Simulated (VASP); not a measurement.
A run of VASP 6.6.1:

Contents of INCAR:

```
SYSTEM = ZrC
ALGO = Normal
EDIFF = 1E-6
ENCUT = 520
GGA = PS
ISIF = 2
ISMEAR = -1
LASPH = .TRUE.
LCHARG = .FALSE.
LREAL = .FALSE.
LWAVE = .FALSE.
NBANDS = 15
NELM = 100
PREC = Accurate
SIGMA = 0.05
```

The input KPOINTS:

```
k-points
0
G
  15 15 15
  0 0 0
```

File POSCAR:

```
ZrC
1.0
    0.0000000000      2.3502100000      2.3032058000
    2.3502100000      0.0000000000      2.3032058000
    2.3502100000      2.3502100000      0.0000000000
Zr C
1 1
Direct
    0.5000000000      0.5000000000      0.5000000000
    0.0000000000      0.0000000000      0.0000000000
```

Potentials or basis: VASP PAW PBE potentials, release 64 (Zr_sv, C).

Run with:

```sh
$ cat potpaw_PBE.64/Zr_sv/POTCAR potpaw_PBE.64/C/POTCAR > POTCAR
$ mpirun -np 1 vasp_std > vasp.out
```

Hardware: 1 thread of Intel Xeon 8259CL, on a shared host.

Question: Estimate the wall time of this run.

Answer: Wall time 110 s on 1 thread of Intel Xeon 8259CL, with other jobs on the host, peak memory 0.23 GiB. Counts: scf iterations 13, k points 288.
